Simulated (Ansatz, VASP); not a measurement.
One calculation of Os, two programs

File INCAR:

```
SYSTEM = Os
  ALGO = Normal
  EDIFF = 1E-8
  ENCUT = 520
  GGA = PE
  ISIF = 2
  ISMEAR = -1
  LASPH = .True.
  LCHARG = .False.
  LEFG = .True.
  LREAL = .False.
  LWAVE = .False.
  NBANDS = 15
  NELM = 60
  PREC = Accurate
  SIGMA = 0.08
```

Contents of KPOINTS:

```
k-points
0
Gamma
  17 17 10
  0 0 0
```

Contents of POSCAR:

```
Os
1.0
    2.7340999755      0.0000000000      0.0000000000
   -1.3670499878      2.3678000353      0.0000000000
    0.0000000000      0.0000000000      4.3197000000
Os
2
Direct
    0.3333333333      0.6666666667      0.2500000000
    0.6666666667      0.3333333333      0.7500000000
```

Input for Ansatz:

```yaml
crystal:
  lattice:
    - [2.7340999755, 0.0, 0.0]
    - [-1.3670499878, 2.3678000353, 0.0]
    - [0.0, 0.0, 4.3197]
  atoms:
    - { symbol: Os, position: [0.3333333333, 0.6666666667, 0.25] }
    - { symbol: Os, position: [0.6666666667, 0.3333333333, 0.75] }
kpoints:
  mp_grid: { grid: [17, 17, 10] }
  band_path:
    path:
      - [0.0, 0.0, 0.0]
      - [0.5, 0.0, 0.0]
      - [0.3333333333, 0.3333333333, 0.0]
      - [0.0, 0.0, 0.0]
      - [0.0, 0.0, 0.5]
      - [0.5, 0.0, 0.5]
      - [0.3333333333, 0.3333333333, 0.5]
      - [0.0, 0.0, 0.5]
      - [0.5, 0.0, 0.5]
    npoints: 8
scf:
  occupations: { method: fermi_dirac, width: 0.08 }
hamiltonian:
  xc: pbe
  pseudopotentials: { kind: paw }
output:
  forces: true
  stress: true
  eigenvalues: true
  efg: { contact_densities: true }
  populations: true
  bader: true
  dos: { projected: true, de: 0.2, e_range: [-14, 8] }
```

Alike in both runs: task electric field gradients; functional PBE; k mesh 17 × 17 × 10; occupations fermi-dirac, width 0.08 eV; no spin polarisation.

```csv
,VASP,Ansatz
version,VASP 6.6.1,Ansatz 0.2.0
potentials or method,"VASP PAW PBE potentials, release 64 (Os)","PAW with Ansatz's default frozen-core files, scalar-relativistic"
plane-wave cutoff (eV),520,420
valence electrons in the cell,16,32
```

Ansatz gave:

```
pressure (GPa)                                                : 8.8
traceless stress, the component that is largest in VASP (GPa) : -0.10
size of Vzz on the site where it differs most (V/Å²)          : 60.6
```

Question: Which values does VASP return?

Answer: Pressure (GPa): 8.8; traceless stress, the component that is largest in VASP (GPa): -0.19; size of Vzz on the site where it differs most (V/Å²): 79.4.

VASP's potentials hold 16 valence electrons a cell and Ansatz's 32, so a difference there can come from the potentials and not from the codes.

Spin-orbit coupling is off throughout.
